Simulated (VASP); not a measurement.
ZnS: relaxation of cell and atoms with PBE

Crystal: ZnS.

```
Zn S
1.0
     3.40797    0.00000    0.00000
     0.00000    3.40797    0.00000
     0.00000    0.00000    3.40797
Zn S
1 1
Direct
  0.50000 0.50000 0.50000
  0.00000 0.00000 0.00000
```

The cell was built from a structure type or drawn by symmetry, and may not be a known phase.

* Program: VASP 6.6.1
* Task: relaxation of cell and atoms
* Functional: PBE
* Potentials or basis: VASP PAW PBE potentials, release 64 (Zn, S)
* Cutoff: 500 eV
* k mesh: 6 × 6 × 6
* Occupations: gaussian, width 0.1 eV
* Spin: no spin polarisation
* Dipole correction: no
* Further INCAR settings: ALGO = Normal; EDIFF = 1e-07; IBRION = 2; EDIFFG = -0.04; NSW = 90; ISIF = 3

```json
{"Relaxed volume": "16.30 Å³/atom", "Relaxed cell": "a = 3.194 Å, b = 3.194 Å, c = 3.194 Å, α = 90.00°, β = 90.00°, γ = 90.00°", "Space group after relaxing (to 0.1 Å)": "Pm-3m (No. 221)", "Energy gained by relaxing": "123.6 meV/atom", "Ionic steps": "3", "Pressure after relaxing": "0.0 GPa", "Band gap on the k mesh": "zero (bands 9 and 10 overlap by 0.77 eV)"}
```

Step by step:
| step | energy change (eV) | largest force (eV/Å) | pressure (GPa) | volume (Å³) |
| --- | --- | --- | --- | --- |
| 1 | 0.0000 | 0.0000 | -9.50 | 39.58 |
| 2 | -0.2444 | 0.0000 | -1.45 | 33.23 |
| 3 | -0.2473 | 0.0000 | 0.00 | 32.60 |

Final structure:
```
Zn S
1.0
     3.19441    0.00000    0.00000
     0.00000    3.19441    0.00000
     0.00000    0.00000    3.19441
Zn S
1 1
Direct
  0.50000 0.50000 0.50000
  0.00000 0.00000 0.00000
```

Levels at points of the mesh, in eV from the Fermi level:
```tsv
k point	band 5	band 6	band 7	band 8	band 9	band 10	band 11	band 12	band 13
(0.00, 0.00, 0.00)	-6.76	-6.76	-1.37	-1.37	-1.37	-0.66	6.08	6.08	12.04
(0.50, 0.00, 0.00)	-6.98	-6.74	-6.18	-0.02	-0.02	3.75	4.69	7.11	7.11
(0.50, 0.50, 0.00)	-6.62	-6.56	-5.30	-5.30	-1.78	0.29	8.29	8.29	9.02
(0.50, 0.50, 0.50)	-6.62	-6.62	-2.69	-2.69	-2.69	1.24	1.24	1.24	2.16
```

Wall time 26 s on 1 thread of Intel(R) Xeon(R) Platinum 8488C (Sapphire Rapids) (shared host), peak memory 0.16 GiB.

Caveat: the volume moved by over 15 % at a fixed basis, so the end points are rough; semilocal functionals underestimate gaps, so a narrow gap can read as zero.
